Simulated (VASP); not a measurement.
# PbO (Fm-3m) in VASP: further runs

PbO is run at these levels: PBEsol; tasks: single point.

All numbers are computed with VASP 6.6.1; they aren't measurements. Logs are shortened: lines on timing, memory, paths and dates and some standing lists are left out, and cuts for length are marked.

## Step 1: The cell of the first run

Symmetry: Fm-3m, No. 225, cubic system. The conventional cell has a = 5.322 Å, b = 5.322 Å, c = 5.322 Å, α = 90.00°, β = 90.00°, γ = 90.00°. Within 3.5 Å of O (site symmetry m-3m) lie 6 Pb at 2.66 Å. Within 3.5 Å of Pb (site symmetry m-3m) lie 6 O at 2.66 Å.

## Step 2: Single point, PBEsol (Te replaced by O, lengths x 0.848, strained)

INCAR reads:

```
SYSTEM = PbO
PREC = Accurate
ENCUT = 520
EDIFF = 1E-7
ISMEAR = 0
SIGMA = 0.1
LREAL = .FALSE.
LASPH = .TRUE.
NELM = 60
ALGO = Normal
ISIF = 2
LWAVE = .FALSE.
LCHARG = .FALSE.
GGA = PS
NBANDS = 17
```

KPOINTS reads:

```
regular mesh
0
G
  6 6 6
  0 0 0
```

POSCAR reads:

```
PbO
1.0
    0.0000000000      2.6611350054      2.6611350054
    2.6611350054      0.0000000000      2.6611350054
    2.6611350054      2.6611350054      0.0000000000
O Pb
1 1
Direct
    0.5000000000      0.5000000000      0.5000000000
    0.0000000000      0.0000000000      0.0000000000
```

Potentials or basis: VASP PAW PBE potentials, release 64 (O, Pb_d).

Run with:

```
cat potpaw_PBE.64/O/POTCAR potpaw_PBE.64/Pb_d/POTCAR > POTCAR
mpirun -np 1 vasp_std > vasp.out
```

OUTCAR:

```text
SYSTEM = PbO
   PREC = Accurate
   ENCUT = 520
   EDIFF = 1E-7
   ISMEAR = 0
   LREAL = .FALSE.
   LASPH = .TRUE.
   NELM = 60
   ISIF = 2
   GGA = PS

 ion  position               nearest neighbor table
   1  0.500  0.500  0.500-   2 2.66   2 2.66   2 2.66   2 2.66   2 2.66   2 2.66
   2  0.000  0.000  0.000-   1 2.66   1 2.66   1 2.66   1 2.66   1 2.66   1 2.66

  LATTYP: Found a face centered cubic cell.
 ALAT       =     5.3222700108

  Lattice vectors:

 A1 = (   0.0000000000,   2.6611350054,   2.6611350054)
 A2 = (   2.6611350054,   0.0000000000,   2.6611350054)
 A3 = (   2.6611350054,   2.6611350054,   0.0000000000)

Analysis of symmetry for initial positions (statically):
=====================================================================
 Subroutine PRICEL returns:
 Original cell was already a primitive cell.

 Routine SETGRP: Setting up the symmetry group for a
 face centered cubic supercell.

 Subroutine GETGRP returns: Found 48 space group operations
 (whereof 48 operations were pure point group operations)
 out of a pool of 48 trial point group operations.

The static configuration has the point symmetry O_h .

Analysis of symmetry for dynamics (positions and initial velocities):
=====================================================================
 Subroutine PRICEL returns:
 Original cell was already a primitive cell.

 Routine SETGRP: Setting up the symmetry group for a
 face centered cubic supercell.

 Subroutine GETGRP returns: Found 48 space group operations
 (whereof 48 operations were pure point group operations)
 out of a pool of 48 trial point group operations.

The dynamic configuration has the point symmetry O_h .

 Subroutine INISYM returns: Found 48 space group operations
 (whereof 48 operations are pure point group operations),
 and found     1 'primitive' translations

----------------------------------------------------------------------------------------

                                     Primitive cell

  volume of cell :      37.6904

  direct lattice vectors                    reciprocal lattice vectors
     0.000000000  2.661135005  2.661135005    -0.187889753  0.187889753  0.187889753
     2.661135005  0.000000000  2.661135005     0.187889753 -0.187889753  0.187889753
     2.661135005  2.661135005  0.000000000     0.187889753  0.187889753 -0.187889753

  length of vectors
     3.763413216  3.763413216  3.763413216     0.325434599  0.325434599  0.325434599

  position of ions in fractional coordinates (direct lattice)
     0.500000000  0.500000000  0.500000000
     0.000000000  0.000000000  0.000000000

  ion indices of the primitive-cell ions
   primitive index   ion index
                 1           1
                 2           2

----------------------------------------------------------------------------------------

 KPOINTS: regular mesh

Automatic generation of k-mesh.
 Grid dimensions read from file:
 generate k-points for:    6    6    6

 Generating k-lattice:

  Cartesian coordinates                     Fractional coordinates (reciprocal lattice)
    -0.031314959  0.031314959  0.031314959     0.166666667  0.000000000  0.000000000
     0.031314959 -0.031314959  0.031314959     0.000000000  0.166666667  0.000000000
     0.031314959  0.031314959 -0.031314959     0.000000000  0.000000000  0.166666667

  Length of vectors
     0.054239100  0.054239100  0.054239100

  Shift w.r.t. Gamma in fractional coordinates (k-lattice)
     0.000000000  0.000000000  0.000000000

 Subroutine IBZKPT returns following result:
 ===========================================

 Found     16 irreducible k-points:

 Following reciprocal coordinates:
            Coordinates               Weight
  0.000000  0.000000  0.000000      1.000000
  0.166667  0.000000  0.000000      8.000000
  0.333333  0.000000  0.000000      8.000000
  0.500000  0.000000  0.000000      4.000000
  0.166667  0.166667  0.000000      6.000000
  0.333333  0.166667  0.000000     24.000000
[... 8 lines left out ...]
 -0.333333  0.333333  0.166667     24.000000
 -0.333333  0.500000  0.166667     12.000000
   k-points           NKPTS =     16   k-points in BZ     NKDIM =     16   number of bands    NBANDS=     17
   number of dos      NEDOS =    301   number of ions     NIONS =      2
   total plane-waves  NPLWV =  21952
   dimension x,y,z NGX =    28 NGY =   28 NGZ =   28
   dimension x,y,z NGXF=    56 NGYF=   56 NGZF=   56
   ions per type =               1   1
   NGX,Y,Z   is equivalent  to a cutoff of  12.37, 12.37, 12.37 a.u.
   NGXF,Y,Z  is equivalent  to a cutoff of  24.74, 24.74, 24.74 a.u.
 SYSTEM =  PbO
   PREC   = accura    normal or accurate (medium, high low for compatibility)
   ISTART =      0    job   : 0-new  1-cont  2-samecut
   ICHARG =      2    charge: 1-file 2-atom 10-const
   ISPIN  =      1    spin polarized calculation?
   LNONCOLLINEAR =      F non collinear calculations
   LSORBIT =      F    spin-orbit coupling
   LASPH  =      T    aspherical Exc in radial PAW
   ENCUT  =  520.0 eV  38.22 Ry    6.18 a.u.   7.00  7.00  7.00*2*pi/ulx,y,z
   NELM   =     60;   NELMIN=  2; NELMDL= -5     # of ELM steps
   EDIFF  = 0.1E-06   stopping-criterion for ELM
   LREAL  =      F    real-space projection
   EDIFFG = 0.1E-05   stopping-criterion for IOM
   NSW    =      0    number of steps for IOM
   IBRION =     -1    ionic relax: 0-MD 1-quasi-New 2-CG
   NFREE  =      0    steps in history (QN), initial steepest desc. (CG)
   ISIF   =      2    stress and relaxation
   ISYM   =      2    0-nonsym 1-usesym 2-fastsym
   POTIM  = 0.5000    time-step for ionic-motion
   TEBEG  =    0.0;   TEEND  =   0.0 temperature during run
   PSTRESS=    0.0 pullay stress
   NELECT =      20.0000    total number of electrons
   NUPDOWN=      -1.0000    fix difference up-down
   EMIN   =  10.00;   EMAX   =-10.00  energy-range for DOS
   EFERMI =   0.00;   METHOD = LEGACY
   ISMEAR =     0;   SIGMA  =   0.10  broadening in eV -4-tet -1-fermi 0-gaus
   EFERMI_NEDOS =   21; number of points for ismear=-14 and -15
   IALGO  =     38    algorithm
   IMIX   =      4    mixing-type and parameters
     AMIX     =   0.40;   BMIX     =  1.00
     AMIX_MAG =   1.60;   BMIX_MAG =  1.00
  volume/ion in A,a.u.               =      18.85       127.17
  Fermi-wavevector in a.u.,A,eV,Ry     =   1.325383  2.504610 23.900524  1.756639
  Thomas-Fermi vector in A             =   2.454848
   LORBIT       =      0    0 simple, 1 ext, 2 COOP (PROOUT), +10 PAW based schemes
   GGA     = PS    functional components
   LHFCALC =     F    Hartree Fock is set to
   AEXX    =    0.0000 exact exchange contribution
   IVDW    =     0    specifies the selected vdW correction
   LEPSILON=     F    determine dielectric tensor
   LRPA    =     F    only Hartree local field effects (RPA)
 non-spin polarized calculation
 Gauss-broadening in eV      SIGMA  =   0.10
  energy-cutoff  :      520.00
  volume of cell :       37.69
 maximum number of plane-waves:      1032
   NGX = 13   NGY = 13   NGZ = 13

 number of electron      20.0000010 magnetization

 Free energy of the ion-electron system (eV)
  ---------------------------------------------------
  ext. energy  EPLUGINS =         0.00000000
  ---------------------------------------------------
  free energy    TOTEN  =       -11.02859740 eV

  energy without entropy =      -11.02856896  energy(sigma->0) =      -11.02858318

 E-fermi :   5.7693     XC(G=0): -10.5936

 val. band max:        5.5619597191   @ k =   0.5000   0.0000   0.0000
 cond. band min:       5.9765524916   @ k =   0.5000   0.0000   0.0000
 fundamental gap:      0.4145927725
 Fermi energy:         5.7692595391

 k-point     1 :       0.0000    0.0000    0.0000
  band No.  band energies     occupation
      1     -11.5466      2.00000
      2     -10.6083      2.00000
      3     -10.6083      2.00000
      4     -10.6083      2.00000
      5     -10.5011      2.00000
      6     -10.5011      2.00000
[... 9 lines left out ...]
     16      16.7633      0.00000
     17      16.7633      0.00000

 k-point     2 :       0.1667    0.0000    0.0000
  band No.  band energies     occupation
      1     -11.4151      2.00000
      2     -10.6078      2.00000
      3     -10.5920      2.00000
      4     -10.5920      2.00000
      5     -10.5061      2.00000
      6     -10.5061      2.00000
[... 9 lines left out ...]
     16      17.5469      0.00000
     17      19.2117      0.00000

 k-point     3 :       0.3333    0.0000    0.0000
  band No.  band energies     occupation
      1     -11.1342      2.00000
      2     -10.6102      2.00000
      3     -10.5947      2.00000
      4     -10.5947      2.00000
      5     -10.4801      2.00000
      6     -10.4801      2.00000
[... 9 lines left out ...]
     16      19.0099      0.00000
     17      20.1378      0.00000

 k-point     4 :       0.5000    0.0000    0.0000
  band No.  band energies     occupation
      1     -10.9802      2.00000
      2     -10.6169      2.00000
      3     -10.6074      2.00000
      4     -10.6074      2.00000
      5     -10.4553      2.00000
      6     -10.4553      2.00000
[... 9 lines left out ...]
     16      20.2040      0.00000
     17      20.2040      0.00000

 k-point     5 :       0.1667    0.1667    0.0000
  band No.  band energies     occupation
      1     -11.4452      2.00000
      2     -10.6281      2.00000
      3     -10.5698      2.00000
      4     -10.5698      2.00000
      5     -10.4845      2.00000
      6     -10.4594      2.00000
[... 9 lines left out ...]
     16      19.1426      0.00000
     17      19.8385      0.00000

 k-point     6 :       0.3333    0.1667    0.0000
  band No.  band energies     occupation
      1     -11.3936      2.00000
      2     -10.6290      2.00000
      3     -10.5509      2.00000
      4     -10.5441      2.00000
      5     -10.4632      2.00000
      6     -10.2823      2.00000
[... 9 lines left out ...]
     16      20.5222      0.00000
     17      21.4249      0.00000

 k-point     7 :       0.5000    0.1667    0.0000
  band No.  band energies     occupation
      1     -11.3243      2.00000
      2     -10.6071      2.00000
      3     -10.5663      2.00000
      4     -10.5398      2.00000
      5     -10.4515      2.00000
      6     -10.1332      2.00000
[... 9 lines left out ...]
     16      20.4980      0.00000
     17      21.0683      0.00000

 k-point     8 :      -0.3333    0.1667    0.0000
  band No.  band energies     occupation
      1     -11.2814      2.00000
      2     -10.5946      2.00000
      3     -10.5699      2.00000
      4     -10.5559      2.00000
      5     -10.4926      2.00000
      6     -10.1986      2.00000
[... 9 lines left out ...]
     16      18.7984      0.00000
     17      21.3243      0.00000

 k-point     9 :      -0.1667    0.1667    0.0000
  band No.  band energies     occupation
      1     -11.3177      2.00000
      2     -10.6053      2.00000
      3     -10.5762      2.00000
      4     -10.5648      2.00000
      5     -10.5378      2.00000
      6     -10.3939      2.00000
[... 9 lines left out ...]
     16      18.2440      0.00000
     17      21.2458      0.00000

 k-point    10 :       0.3333    0.3333    0.0000
  band No.  band energies     occupation
      1     -11.6206      2.00000
      2     -10.6676      2.00000
      3     -10.4883      2.00000
      4     -10.4883      2.00000
      5     -10.4511      2.00000
      6      -9.9072      2.00000
[... 9 lines left out ...]
     16      22.4516      0.00000
     17      22.8149      0.00000

 k-point    11 :       0.5000    0.3333    0.0000
  band No.  band energies     occupation
      1     -11.6629      2.00000
      2     -10.6554      2.00000
      3     -10.4827      2.00000
      4     -10.4800      2.00000
      5     -10.4436      2.00000
      6      -9.6856      2.00000
[... 9 lines left out ...]
     16      21.7393      0.00000
     17      21.9408      0.00000

 k-point    12 :      -0.3333    0.3333    0.0000
  band No.  band energies     occupation
      1     -11.5290      2.00000
      2     -10.6022      2.00000
      3     -10.5259      2.00000
      4     -10.5055      2.00000
      5     -10.4831      2.00000
      6      -9.8040      2.00000
[... 9 lines left out ...]
     16      20.2259      0.00000
     17      21.2612      0.00000

 k-point    13 :       0.5000    0.5000    0.0000
  band No.  band energies     occupation
      1     -11.7855      2.00000
      2     -10.6873      2.00000
      3     -10.4450      2.00000
      4     -10.4450      2.00000
      5     -10.4343      2.00000
      6      -9.4999      2.00000
[... 9 lines left out ...]
     16      23.1729      0.00000
     17      24.8114      0.00000

 k-point    14 :       0.5000    0.3333    0.1667
  band No.  band energies     occupation
      1     -11.4928      2.00000
      2     -10.6191      2.00000
      3     -10.5485      2.00000
      4     -10.4902      2.00000
      5     -10.4786      2.00000
      6      -9.9613      2.00000
[... 9 lines left out ...]
     16      20.7410      0.00000
     17      21.3369      0.00000

 k-point    15 :      -0.3333    0.3333    0.1667
  band No.  band energies     occupation
      1     -11.5289      2.00000
      2     -10.5844      2.00000
      3     -10.5622      2.00000
      4     -10.5098      2.00000
      5     -10.4598      2.00000
      6      -9.8046      2.00000
[... 9 lines left out ...]
     16      21.2001      0.00000
     17      22.3745      0.00000

 k-point    16 :      -0.3333    0.5000    0.1667
  band No.  band energies     occupation
      1     -11.6713      2.00000
      2     -10.6310      2.00000
      3     -10.5101      2.00000
      4     -10.4764      2.00000
      5     -10.4451      2.00000
      6      -9.6067      2.00000
[... 9 lines left out ...]
     16      20.6112      0.00000
     17      23.1208      0.00000

------------------------ aborting loop because EDIFF is reached ----------------------------------------

  FORCE on cell =-STRESS in cart. coord.  units (eV):
  Direction    XX          YY          ZZ          XY          YZ          ZX
  --------------------------------------------------------------------------------------
  -------------------------------------------------------------------------------------
  Total       -1.6456690     -1.6456690     -1.6456690      0.0000000      0.0000000     -0.0000000
  in kB      -69.9555800    -69.9555800    -69.9555800      0.0000000      0.0000000     -0.0000000
  external PRESSURE =     -69.9555800 kB  Pullay stress =       0.0000000 kB

 VOLUME and BASIS-vectors are now :
 -----------------------------------------------------------------------------
  energy-cutoff  :      520.00
  volume of cell :       37.69
      direct lattice vectors                 reciprocal lattice vectors
     0.000000000  2.661135005  2.661135005    -0.187889753  0.187889753  0.187889753
     2.661135005  0.000000000  2.661135005     0.187889753 -0.187889753  0.187889753
     2.661135005  2.661135005  0.000000000     0.187889753  0.187889753 -0.187889753

 POSITION                                       TOTAL-FORCE (eV/Angst)
 -----------------------------------------------------------------------------------
      2.66114      2.66114      2.66114         0.000000      0.000000     -0.000000
      0.00000      0.00000      0.00000         0.000000      0.000000      0.000000
 -----------------------------------------------------------------------------------
    total drift:                                0.000000      0.000000      0.000000

  FREE ENERGIE OF THE ION-ELECTRON SYSTEM (eV)
  ---------------------------------------------------
  free  energy   TOTEN  =       -11.0285973964 eV

  energy  without entropy=      -11.0285689562  energy(sigma->0) =      -11.02858318
```

It took 5.9 s on 1 thread of Intel Xeon 6975P-C (Granite Rapids), shared host; peak memory 0.15 GiB.

Results:

```
Free energy            : -11.0286 eV
Pressure               : -7.0 GPa
Band gap on the k mesh : 0.41 eV, direct
```

Caveat: the cell differs from its parent crystal (Te replaced by O, lengths x 0.848, strained); the PAW data sets were made with another functional, which shifts forces and pressure a little; spin-orbit coupling is left out, which moves the levels of the heavy elements.

## Step 3: Single point, PBEsol (Te replaced by O, lengths x 0.848, strained)

INCAR reads:

```
ALGO     = Normal         # electronic algorithm
EDIFF    = 1E-6           # SCF threshold, eV
ENCUT    = 520            # plane-wave cutoff, eV
GGA      = PS             # functional
ISIF     = 2              # what is computed and relaxed
ISMEAR   = 0              # smearing method
LASPH    = T              # aspherical terms in the spheres
LCHARG   = F              # write CHGCAR
LREAL    = F              # projectors in reciprocal space
LWAVE    = F              # write WAVECAR
NBANDS   = 17             # bands
NELM     = 80             # most SCF steps
PREC     = Accurate       # precision mode
SIGMA    = 0.02           # smearing width, eV
```

KPOINTS reads:

```
k-points
0
Gamma
  12 12 12
```

POSCAR is that of step 2.

Potentials or basis: VASP PAW PBE potentials, release 64 (O, Pb_d).

Run with:

```
cat potpaw_PBE.64/O/POTCAR potpaw_PBE.64/Pb_d/POTCAR > POTCAR
mpirun -np 1 vasp_std > vasp.out
```

Wall time 18 s (1 thread of Intel Xeon 6975P-C (Granite Rapids), shared host); peak memory 0.18 GiB.

Results (log left out):

- Free energy: -11.0287 eV
- Pressure: -6.8 GPa
- Band gap on the k mesh: 0.39 eV, indirect (least direct gap 0.43 eV)

Levels at points of the mesh, in eV from the valence-band top:
```tsv
k point	band 7	band 8	band 9	band 10	band 11	band 12	band 13	band 14
(0.00, 0.00, 0.00)	-7.43	-2.08	-2.08	-2.08	7.90	7.90	7.90	10.31
(0.50, 0.00, 0.00)	-8.23	-1.72	-1.72	-0.03	0.39	4.86	4.86	9.79
(0.50, 0.50, 0.00)	-6.06	-4.89	-3.04	-3.04	3.93	6.07	6.07	6.51
```

Caveat: the cell differs from its parent crystal (Te replaced by O, lengths x 0.848, strained); the PAW data sets were made with another functional, which shifts forces and pressure a little; spin-orbit coupling is left out, which moves the levels of the heavy elements. A k mesh can miss the band edges.
